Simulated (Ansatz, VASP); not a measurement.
# One calculation of Zn, two programs

Contents of INCAR:

```
PREC = Accurate
ENCUT = 520
EDIFF = 1E-7
ISMEAR = -1
SIGMA = 0.1
LREAL = F
LASPH = T
NELM = 60
ALGO = Normal
ISIF = 2
LWAVE = F
LCHARG = F
GGA = PE
NBANDS = 12
```

KPOINTS

```
regular mesh
0
Gamma
  15 15 15
```

The input POSCAR:

```
Zn
1.0
    0.0000000000      1.9656924878      1.9656924878
    1.9656924878      0.0000000000      1.9656924878
    1.9656924878      1.9656924878      0.0000000000
Zn
1
Direct
    0.0000000000      0.0000000000      0.0000000000
```

Input for Ansatz:

```yaml
crystal:
  lattice:
    - [0.0, 1.9656924878, 1.9656924878]
    - [1.9656924878, 0.0, 1.9656924878]
    - [1.9656924878, 1.9656924878, 0.0]
  atoms:
    - { symbol: Zn, position: [0.0, 0.0, 0.0] }
hamiltonian:
  xc: pbe
  pseudopotentials:
    kind: paw
    azcp:
      Zn: "pseudopotentials/Zn.paw.azcp"
basis:
  ecutwfc: 420
  fft_grid_basis: typed
kpoints:
  mp_grid: { grid: [15, 15, 15], shift: [0, 0, 0] }
magnetization:
  spin_polarized: false
scf:
  occupations: { method: fermi_dirac, width: 0.1 }
  lower_state_search: "off"
output:
  stress: true
```

Alike in both runs: task single point; functional PBE; k mesh 15 × 15 × 15; occupations fermi-dirac, width 0.1 eV; no spin polarisation.

```csv
,VASP,Ansatz
version,VASP 6.6.1,Ansatz 0.2.0
potentials or method,"VASP PAW PBE potentials, release 64 (Zn), cutoff 520 eV","plane waves (420 eV) with PAW, scalar-relativistic"
valence electrons in the cell,12,12
```

```csv
,VASP,Ansatz,Ansatz less VASP
pressure (GPa),0.1,-0.2,-0.31
```
